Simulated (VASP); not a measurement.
Crystal: HfS2.

```
CELL_PARAMETERS angstrom
3.52139 0.00000 0.00000
-1.76069 3.04961 0.00000
0.00000 0.00000 5.95020
ATOMIC_POSITIONS crystal
Hf 0.00000 0.00000 0.00000
S 0.33333 0.66667 0.24966
S 0.66667 0.33333 0.75034
```

This cell differs from its parent crystal: epitaxial xy strain -3.0%.

Base run:

| Quantity | Value |
| --- | --- |
| Program | VASP 6.6.1 |
| Functional | PBE |
| Potentials or basis | VASP PAW PBE potentials, release 64 (Hf_pv, S) |
| Cutoff | 500 eV |
| k mesh | 12 × 12 × 4 |
| Occupations | fermi-dirac, width 0.02 eV |
| Spin | no spin polarisation |

Its results: band gap on the k mesh 0.73 eV (least direct gap 1.72 eV); pressure 5.4 GPa; largest force 0.086 eV/Å.

Task: The run is repeated on the same cell with these changes: functional from PBE to r2SCAN; cutoff from 500 eV to 550 eV; occupations from fermi-dirac, width 0.02 eV to gaussian, width 0.01 eV. What comes out?

Result: Band gap on the k mesh 1.06 eV (least direct gap 2.10 eV); pressure 4.3 GPa; largest force 0.131 eV/Å.

Caveats: the cell stands under pressure; spin-orbit coupling is left out, which moves the levels of the heavy elements; this functional lacks dispersion, which binds the layers, so the pressure and a relaxed spacing across them are unreliable (at least some runs); the PAW data sets were made with another functional, which shifts forces and pressure a little (at least some runs).

A k mesh can miss the band edges.
